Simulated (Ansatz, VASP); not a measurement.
Two plane-wave programs on Si2C3

```
Si C
1.0
     3.70988    0.00000    0.00000
     0.00000    3.70988    0.00000
     0.00000    0.00000    4.84049
Si C
2 3
Direct
  0.00000 0.00000 0.00000
  0.00000 0.00000 0.50000
  0.50000 0.50000 0.00000
  0.50000 0.00000 0.00000
  0.00000 0.50000 0.00000
```

Alike in both runs: functional PBE; k mesh 4 × 4 × 4; occupations gaussian, width 0.2 eV; no spin polarisation.

Ansatz relaxed the structure, and its values are those at the end. VASP's run is a single point on that final structure, the one shown.

|  | VASP | Ansatz |
| --- | --- | --- |
| version | VASP 6.6.1 | Ansatz 0.2.0 |
| potentials or method | VASP PAW PBE potentials, release 64 (Si, C), cutoff 600 eV | scalar-relativistic, plane waves, PAW |
| valence electrons in the cell | 20 | 20 |

|  | VASP | Ansatz | Ansatz less VASP |
| --- | --- | --- | --- |
| gap on the k mesh at the Fermi level (eV) | none | none | - |
| pressure (GPa) | -0.1 | 0.0 | +0.11 |

A gap of «none» marks a metal or a gap that the smearing closes.

The k mesh is coarse, so the values compare programs but aren't converged.
